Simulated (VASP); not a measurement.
Here is a VASP 6.6.1 calculation.

INCAR

```
PREC     = Accurate       # precision mode
ENCUT    = 600            # plane-wave cutoff, eV
EDIFF    = 1E-6           # SCF threshold, eV
ISMEAR   = -1             # smearing method
SIGMA    = 0.1            # smearing width, eV
LREAL    = F              # projectors in reciprocal space
LASPH    = T              # aspherical terms in the spheres
NELM     = 60             # most SCF steps
ALGO     = Normal         # electronic algorithm
ISIF     = 3              # what is computed and relaxed
LWAVE    = F              # write WAVECAR
LCHARG   = F              # write CHGCAR
GGA      = PE             # functional
IBRION   = 2              # ionic algorithm
NSW      = 80             # ionic steps
EDIFFG   = -0.01          # ionic threshold
```

File KPOINTS:

```
regular mesh
0
Gamma
  13 13 13
```

Contents of POSCAR:

```
Ti
1.0
   -1.6404466475      1.6404466475      1.6404466475
    1.6404466475     -1.6404466475      1.6404466475
    1.6404466475      1.6404466475     -1.6404466475
Ti
1
Direct
    0.0000000000      0.0000000000      0.0000000000
```

Potentials or basis: VASP PAW PBE potentials, release 64 (Ti_sv).

Run with:

```bash
$ cat potpaw_PBE.64/Ti_sv/POTCAR > POTCAR
$ mpirun -np 1 vasp_std > vasp.out
```

What does it give for the space group after relaxing (to 0.05 Å)?

Im-3m (No. 229).

Estimate the relaxed cell.

a = 2.821 Å, b = 2.821 Å, c = 2.821 Å, α = 109.47°, β = 109.47°, γ = 109.47°.

Predict the relaxed volume.

17.28 Å³/atom.

Final structure:
```cif
data_structure
_symmetry_space_group_name_H-M 'P 1'
_symmetry_Int_Tables_number 1
_cell_length_a 2.8208
_cell_length_b 2.8208
_cell_length_c 2.8208
_cell_angle_alpha 109.471
_cell_angle_beta 109.471
_cell_angle_gamma 109.471
_cell_volume 17.28
loop_
_atom_site_label
_atom_site_type_symbol
_atom_site_fract_x
_atom_site_fract_y
_atom_site_fract_z
_atom_site_occupancy
Ti1 Ti 0.00000 0.00000 0.00000 1
```
